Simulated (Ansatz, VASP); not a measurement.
## Two plane-wave programs on Ca

File INCAR:

```
SYSTEM = Ca
  ALGO = Normal
  EDIFF = 1E-7
  ENCUT = 520
  GGA = RP
  ISIF = 2
  ISMEAR = -1
  LASPH = .TRUE.
  LCHARG = .FALSE.
  LREAL = .FALSE.
  LWAVE = .FALSE.
  NBANDS = 22
  NELM = 100
  PREC = Accurate
  SIGMA = 0.1
```

KPOINTS

```
k-points
0
G
  7 7 9
  0 0 0
```

The input POSCAR:

```
Ca
1.0
    6.5529649791      0.0000000000      0.0000000000
   -3.2764824896      5.6750341420      0.0000000000
    0.0000000000      0.0000000000      3.9192445175
Ca
3
Direct
    0.0000000000      0.0000000000      0.0000000000
    0.3333333333      0.6666666667      0.5000000000
    0.6666666667      0.3333333333      0.5000000000
```

Input for Ansatz:

```yaml
crystal:
  lattice:
    - [6.5529649791, 0.0, 0.0]
    - [-3.2764824896, 5.675034142, 0.0]
    - [0.0, 0.0, 3.9192445175]
  atoms:
    - { symbol: Ca, position: [0.0, 0.0, 0.0] }
    - { symbol: Ca, position: [0.3333333333, 0.6666666667, 0.5] }
    - { symbol: Ca, position: [0.6666666667, 0.3333333333, 0.5] }
hamiltonian:
  xc: rpbe
  pseudopotentials:
    kind: paw
    azcp:
      Ca: "pseudopotentials/Ca.paw.azcp"
basis:
  ecutwfc: 420
  fft_grid_basis: typed
kpoints:
  mp_grid: { grid: [7, 7, 9], shift: [0, 0, 0] }
magnetization:
  spin_polarized: false
scf:
  occupations: { method: fermi_dirac, width: 0.1 }
  lower_state_search: "off"
output:
  stress: true
  write_density: true
  write_potential: true
  elf: true
  volumetric_format: npy
```

Alike in both runs: task single point; functional RPBE; k mesh 7 × 7 × 9; occupations fermi-dirac, width 0.1 eV; no spin polarisation.

|  | VASP | Ansatz |
| --- | --- | --- |
| version | VASP 6.6.1 | Ansatz 0.2.0 |
| potentials or method | VASP PAW PBE potentials, release 64 (Ca_sv), cutoff 520 eV | plane waves (420 eV) with PAW, scalar-relativistic |
| valence electrons in the cell | 30 | 30 |

|  | VASP | Ansatz | Ansatz less VASP |
| --- | --- | --- | --- |
| pressure (GPa) | -1.1 | -1.1 | 0.00 |

VASP's potentials were made for PBE, not for RPBE.
